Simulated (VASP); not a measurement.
**Cr: single point with PBE**

The system is Cr.

```
CELL_PARAMETERS angstrom
2.48530 0.00000 0.00000
-1.24265 2.15234 0.00000
0.00000 0.00000 4.45564
ATOMIC_POSITIONS crystal
Cr 0.33333 0.66667 0.25000
Cr 0.66667 0.33333 0.75000
```

- Program: VASP 6.6.1
- Task: single point
- Functional: PBE
- Potentials or basis: VASP PAW PBE potentials, release 64 (Cr_pv)
- Cutoff: 520 eV
- k mesh: 17 × 17 × 9
- Occupations: fermi-dirac, width 0.05 eV
- Spin: collinear spin, ferromagnetic start
- Starting moments: [3.0, 3.0] μB
- Dipole correction: no
- Further INCAR settings: ALGO = Normal; EDIFF = 1e-06; NBANDS = 23

The pressure is -0.5 GPa, the band gap on the k mesh is zero (filled and empty bands overlap) and the net moment is 0.00 μB per cell. The valence electrons inside the program's atomic spheres are Cr 11.02.

Stress tensor (GPa, compression positive):
```
-0.53  0.00  0.00
 0.00 -0.53  0.00
 0.00  0.00 -0.39
```

Levels at points of the mesh, in eV from the Fermi level:
Spin up:
| k point | band 8 | band 9 | band 10 | band 11 | band 12 | band 13 | band 14 | band 15 | band 16 | band 17 |
| --- | --- | --- | --- | --- | --- | --- | --- | --- | --- | --- |
| (0.00, 0.00, 0.00) | -4.06 | -1.23 | -0.35 | -0.35 | -0.27 | -0.02 | -0.02 | 1.07 | 1.07 | 2.18 |
Spin down:
```
           k point  band 8  band 9  band 10  band 11  band 12  band 13  band 14  band 15  band 16  band 17
(0.00, 0.00, 0.00)   -4.06   -1.23    -0.35    -0.35    -0.27    -0.02    -0.02     1.07     1.07     2.17
```

Run time: 100 s on 1 thread of Intel Xeon 6975P-C, with other jobs on the host, peak memory 0.24 GiB.

Caveat: the starting moments collapsed, and a magnetic state may lie lower.
